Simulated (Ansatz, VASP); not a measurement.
**One calculation of RbP2, two programs**

```
CELL_PARAMETERS angstrom
3.46589 0.00000 0.00000
0.00000 3.46589 0.00000
0.00000 0.00000 5.87917
ATOMIC_POSITIONS crystal
Rb 0.50000 0.50000 0.00000
P 0.00000 0.50000 0.50000
P 0.50000 0.00000 0.50000
```

Alike in both runs: functional PBE; k mesh 6 × 6 × 4; occupations gaussian, width 0.1 eV; no spin polarisation.

Ansatz relaxed the structure, and its values are those at the end. VASP's run is a single point on that final structure, the one shown.

|  | VASP | Ansatz |
| --- | --- | --- |
| version | VASP 6.6.1 | Ansatz 0.2.0 |
| potentials or method | VASP PAW PBE potentials, release 64 (Rb_sv, P), cutoff 520 eV | scalar-relativistic, plane waves, PAW |
| valence electrons in the cell | 19 | 19 |

```csv
,VASP,Ansatz,Ansatz less VASP
gap on the k mesh at the Fermi level (eV),none,none,-
pressure (GPa),0.1,0.1,+0.02
```

A gap of «none» marks a metal or a gap that the smearing closes.
